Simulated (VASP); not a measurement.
# SiGe7 (P-43m) in VASP: relaxation of cell and atoms with PBE

Aim: the relaxation of cell and atoms of SiGe7 with PBE.

All numbers are computed with VASP 6.6.1; they aren't measurements. Logs are shortened: lines on timing, memory, paths and dates and some standing lists are left out, and cuts for length are marked.

## 1. The cell of the first run

The structure is cubic, space group P-43m (No. 215). Conventional cell: a = 5.703 Å, b = 5.703 Å, c = 5.703 Å, α = 90.00°, β = 90.00°, γ = 90.00°. Within 3.2 Å of Si (site symmetry -43m) lie 4 Ge at 2.43 Å. Within 3.2 Å of Ge (site symmetry 3m) lie 1 Si at 2.43 Å and 3 Ge at 2.48 Å. Ge (site symmetry -42m) has 4 Ge at 2.48 Å within 3.3 Å.

## 2. Relaxation of cell and atoms, PBE

Input file INCAR:

```
SYSTEM = SiGe7
PREC = Accurate
ENCUT = 600
EDIFF = 1E-7
ISMEAR = 0
SIGMA = 0.01
LREAL = .False.
LASPH = .True.
NELM = 100
ALGO = Normal
ISIF = 3
LWAVE = .False.
LCHARG = .False.
GGA = PE
IBRION = 2
NSW = 100
EDIFFG = -0.01
```

Input file KPOINTS:

```
Automatic mesh
0
Gamma
  6 6 6
  0 0 0
```

Input file POSCAR:

```
SiGe7
1.0
    5.7030907743      0.0000000000      0.0000000000
    0.0000000000      5.7030907743      0.0000000000
    0.0000000000      0.0000000000      5.7030907743
Si Ge
1 7
Direct
    0.0000000000      0.0000000000      0.0000000000
    0.7538320845      0.7538320845      0.2461679155
    0.7538320845      0.2461679155      0.7538320845
    0.5000000000      0.5000000000      0.0000000000
    0.2461679155      0.7538320845      0.7538320845
    0.5000000000      0.0000000000      0.5000000000
    0.2461679155      0.2461679155      0.2461679155
    0.0000000000      0.5000000000      0.5000000000
```

Potentials or basis: VASP PAW PBE potentials, release 64 (Si, Ge_d).

On the command line:

```sh
cat potpaw_PBE.64/Si/POTCAR potpaw_PBE.64/Ge_d/POTCAR > POTCAR
mpirun -np 1 vasp_std > vasp.out
```

OUTCAR:

```text
SYSTEM = SiGe7
   PREC = Accurate
   ENCUT = 600
   EDIFF = 1E-7
   ISMEAR = 0
   LREAL = .False.
   LASPH = .True.
   NELM = 100
   ISIF = 3
   GGA = PE
   IBRION = 2
   NSW = 100
   EDIFFG = -0.01

 ion  position               nearest neighbor table
   1  0.000  0.000  0.000-   2 2.43   3 2.43   5 2.43   7 2.43
   2  0.754  0.754  0.246-   1 2.43   4 2.48   6 2.48   8 2.48
   3  0.754  0.246  0.754-   1 2.43   4 2.48   6 2.48   8 2.48
   4  0.500  0.500  0.000-   2 2.48   3 2.48   5 2.48   7 2.48
   5  0.246  0.754  0.754-   1 2.43   4 2.48   6 2.48   8 2.48
   6  0.500  0.000  0.500-   2 2.48   3 2.48   5 2.48   7 2.48
   7  0.246  0.246  0.246-   1 2.43   4 2.48   6 2.48   8 2.48
   8  0.000  0.500  0.500-   2 2.48   3 2.48   5 2.48   7 2.48

  LATTYP: Found a simple cubic cell.
 ALAT       =     5.7030907743

  Lattice vectors:

 A1 = (   5.7030907743,   0.0000000000,   0.0000000000)
 A2 = (   0.0000000000,   5.7030907743,   0.0000000000)
 A3 = (   0.0000000000,   0.0000000000,   5.7030907743)

Analysis of symmetry for initial positions (statically):
=====================================================================
 Subroutine PRICEL returns:
 Original cell was already a primitive cell.

 Routine SETGRP: Setting up the symmetry group for a
 simple cubic supercell.

 Subroutine GETGRP returns: Found 24 space group operations
 (whereof 24 operations were pure point group operations)
 out of a pool of 48 trial point group operations.

The static configuration has the point symmetry T_d .

Analysis of symmetry for dynamics (positions and initial velocities):
=====================================================================
 Subroutine PRICEL returns:
 Original cell was already a primitive cell.

 Routine SETGRP: Setting up the symmetry group for a
 simple cubic supercell.

 Subroutine GETGRP returns: Found 24 space group operations
 (whereof 24 operations were pure point group operations)
 out of a pool of 48 trial point group operations.

The dynamic configuration has the point symmetry T_d .

 Subroutine INISYM returns: Found 24 space group operations
 (whereof 24 operations are pure point group operations),
 and found     1 'primitive' translations

----------------------------------------------------------------------------------------

                                     Primitive cell

  volume of cell :     185.4944

  direct lattice vectors                    reciprocal lattice vectors
     5.703090774  0.000000000  0.000000000     0.175343518  0.000000000  0.000000000
     0.000000000  5.703090774  0.000000000     0.000000000  0.175343518  0.000000000
     0.000000000  0.000000000  5.703090774     0.000000000  0.000000000  0.175343518

  length of vectors
     5.703090774  5.703090774  5.703090774     0.175343518  0.175343518  0.175343518

  position of ions in fractional coordinates (direct lattice)
     0.000000000  0.000000000  0.000000000
     0.753832084  0.753832084  0.246167916
     0.753832084  0.246167916  0.753832084
     0.500000000  0.500000000  0.000000000
     0.246167916  0.753832084  0.753832084
     0.500000000  0.000000000  0.500000000
     0.246167916  0.246167916  0.246167916
     0.000000000  0.500000000  0.500000000

  ion indices of the primitive-cell ions
   primitive index   ion index
                 1           1
                 2           2
                 3           3
                 4           4
                 5           5
                 6           6
                 7           7
                 8           8

----------------------------------------------------------------------------------------

 KPOINTS: Automatic mesh

Automatic generation of k-mesh.
 Grid dimensions read from file:
 generate k-points for:    6    6    6

 Generating k-lattice:

  Cartesian coordinates                     Fractional coordinates (reciprocal lattice)
     0.029223920  0.000000000  0.000000000     0.166666667  0.000000000  0.000000000
     0.000000000  0.029223920  0.000000000     0.000000000  0.166666667  0.000000000
     0.000000000  0.000000000  0.029223920     0.000000000  0.000000000  0.166666667

  Length of vectors
     0.029223920  0.029223920  0.029223920

  Shift w.r.t. Gamma in fractional coordinates (k-lattice)
     0.000000000  0.000000000  0.000000000

 Subroutine IBZKPT returns following result:
 ===========================================

 Found     20 irreducible k-points:

 Following reciprocal coordinates:
            Coordinates               Weight
  0.000000  0.000000  0.000000      1.000000
  0.166667  0.000000  0.000000      6.000000
  0.333333  0.000000  0.000000      6.000000
  0.500000  0.000000  0.000000      3.000000
  0.166667  0.166667  0.000000     12.000000
  0.333333  0.166667  0.000000     24.000000
[... 12 lines left out ...]
  0.500000  0.500000  0.333333      6.000000
  0.500000  0.500000  0.500000      1.000000
   k-points           NKPTS =     20   k-points in BZ     NKDIM =     20   number of bands    NBANDS=     61
   number of dos      NEDOS =    301   number of ions     NIONS =      8
   total plane-waves  NPLWV = 110592
   dimension x,y,z NGX =    48 NGY =   48 NGZ =   48
   dimension x,y,z NGXF=    96 NGYF=   96 NGZF=   96
   ions per type =               1   7
   NGX,Y,Z   is equivalent  to a cutoff of  13.99, 13.99, 13.99 a.u.
   NGXF,Y,Z  is equivalent  to a cutoff of  27.98, 27.98, 27.98 a.u.
 SYSTEM =  SiGe7
   PREC   = accura    normal or accurate (medium, high low for compatibility)
   ISTART =      0    job   : 0-new  1-cont  2-samecut
   ICHARG =      2    charge: 1-file 2-atom 10-const
   ISPIN  =      1    spin polarized calculation?
   LNONCOLLINEAR =      F non collinear calculations
   LSORBIT =      F    spin-orbit coupling
   LASPH  =      T    aspherical Exc in radial PAW
   ENCUT  =  600.0 eV  44.10 Ry    6.64 a.u.  11.39 11.39 11.39*2*pi/ulx,y,z
   NELM   =    100;   NELMIN=  2; NELMDL= -5     # of ELM steps
   EDIFF  = 0.1E-06   stopping-criterion for ELM
   LREAL  =      F    real-space projection
   EDIFFG = -.1E-01   stopping-criterion for IOM
   NSW    =    100    number of steps for IOM
   IBRION =      2    ionic relax: 0-MD 1-quasi-New 2-CG
   NFREE  =      1    steps in history (QN), initial steepest desc. (CG)
   ISIF   =      3    stress and relaxation
   ISYM   =      2    0-nonsym 1-usesym 2-fastsym
   POTIM  = 0.5000    time-step for ionic-motion
   TEBEG  =    0.0;   TEEND  =   0.0 temperature during run
   PSTRESS=    0.0 pullay stress
   NELECT =     102.0000    total number of electrons
   NUPDOWN=      -1.0000    fix difference up-down
   EMIN   =  10.00;   EMAX   =-10.00  energy-range for DOS
   EFERMI =   0.00;   METHOD = LEGACY
   ISMEAR =     0;   SIGMA  =   0.01  broadening in eV -4-tet -1-fermi 0-gaus
   EFERMI_NEDOS =   21; number of points for ismear=-14 and -15
   IALGO  =     38    algorithm
   IMIX   =      4    mixing-type and parameters
     AMIX     =   0.40;   BMIX     =  1.00
     AMIX_MAG =   1.60;   BMIX_MAG =  1.00
  volume/ion in A,a.u.               =      23.19       156.47
  Fermi-wavevector in a.u.,A,eV,Ry     =   1.341214  2.534526 24.474892  1.798854
  Thomas-Fermi vector in A             =   2.469465
   LORBIT       =      0    0 simple, 1 ext, 2 COOP (PROOUT), +10 PAW based schemes
   GGA     = PE    functional components
   LHFCALC =     F    Hartree Fock is set to
   AEXX    =    0.0000 exact exchange contribution
   IVDW    =     0    specifies the selected vdW correction
   LEPSILON=     F    determine dielectric tensor
   LRPA    =     F    only Hartree local field effects (RPA)
 conjugate gradient relaxation of ions
 non-spin polarized calculation
 Gauss-broadening in eV      SIGMA  =   0.01
  energy-cutoff  :      600.00
  volume of cell :      185.49
 maximum number of plane-waves:      6220
 NGX is ok and might be reduce to    48
   NGX = 23   NGY = 23   NGZ = 23

--------------------------------------- Ionic step        1  -------------------------------------------

 number of electron     101.9999987 magnetization

 Free energy of the ion-electron system (eV)
  ---------------------------------------------------
  ext. energy  EPLUGINS =         0.00000000
  ---------------------------------------------------
  free energy    TOTEN  =       -36.97458329 eV

  energy without entropy =      -36.97458329  energy(sigma->0) =      -36.97458329

------------------------ aborting loop because EDIFF is reached ----------------------------------------

  FORCE on cell =-STRESS in cart. coord.  units (eV):
  Direction    XX          YY          ZZ          XY          YZ          ZX
  --------------------------------------------------------------------------------------
  -------------------------------------------------------------------------------------
  Total        0.5080848      0.5080848      0.5080848     -0.0000000      0.0000000     -0.0000000
  in kB        4.3884979      4.3884979      4.3884979     -0.0000000      0.0000000     -0.0000000
  external PRESSURE =       4.3884979 kB  Pullay stress =       0.0000000 kB
[... 195 lines left out ...]
  energy  without entropy=      -36.9770623775  energy(sigma->0) =      -36.97709769

--------------------------------------- Ionic step        6  -------------------------------------------

 number of electron     101.9999981 magnetization

 Free energy of the ion-electron system (eV)
  ---------------------------------------------------
  ext. energy  EPLUGINS =         0.00000000
  ---------------------------------------------------
  free energy    TOTEN  =       -36.97714463 eV

  energy without entropy =      -36.97707904  energy(sigma->0) =      -36.97711184

 E-fermi :   4.6499     XC(G=0):  -9.6593

 val. band max:        4.6418517881   @ k =   0.0000   0.0000   0.0000
 cond. band min:       4.6521370342   @ k =   0.0000   0.0000   0.0000
 fundamental gap:      0.0102852461
 Fermi energy:         4.6499471780

 k-point     1 :       0.0000    0.0000    0.0000
  band No.  band energies     occupation
      1     -20.0674      2.00000
      2     -20.0674      2.00000
      3     -20.0674      2.00000
      4     -20.0535      2.00000
      5     -20.0535      2.00000
      6     -20.0535      2.00000
[... 1304 lines left out ...]
  FREE ENERGIE OF THE ION-ELECTRON SYSTEM (eV)
  ---------------------------------------------------
  free  energy   TOTEN  =       -36.9771446304 eV

  energy  without entropy=      -36.9770790448  energy(sigma->0) =      -36.97711184

 reached required accuracy - stopping structural energy minimisation
```

Wall time 31 min (1 thread of Intel Xeon 8259CL, shared host); peak memory 0.46 GiB.

Results:

```
Free energy                           : -36.9771 eV
Relaxed volume                        : 23.35 Å³/atom
Relaxed cell                          : a = 5.716 Å, b = 5.716 Å, c = 5.716 Å, α = 90.00°, β = 90.00°, γ = 90.00°
Space group after relaxing (to 0.1 Å) : P-43m (No. 215)
Energy gained by relaxing             : 0.3 meV/atom
Ionic steps                           : 6
Pressure after relaxing               : 0.0 GPa
```

Step by step:
```tsv
step	energy change (eV)	largest force (eV/Å)	pressure (GPa)	volume (Å³)
1	0.0000	0.0745	0.44	185.49
2	-0.0024	0.0249	-0.11	187.20
3	-0.0024	0.0323	-0.06	186.97
4	-0.0024	0.0331	-0.03	186.93
5	-0.0025	0.0103	0.01	186.84
6	-0.0026	0.0007	0.01	186.79
```

Final structure:
```
Si Ge
1.0
     5.71636    0.00000    0.00000
     0.00000    5.71636    0.00000
     0.00000    0.00000    5.71636
Si Ge
1 7
Direct
  0.00000 0.00000 0.00000
  0.75328 0.75328 0.24672
  0.75328 0.24672 0.75328
  0.50000 0.50000 0.00000
  0.24672 0.75328 0.75328
  0.50000 0.00000 0.50000
  0.24672 0.24672 0.24672
  0.00000 0.50000 0.50000
```
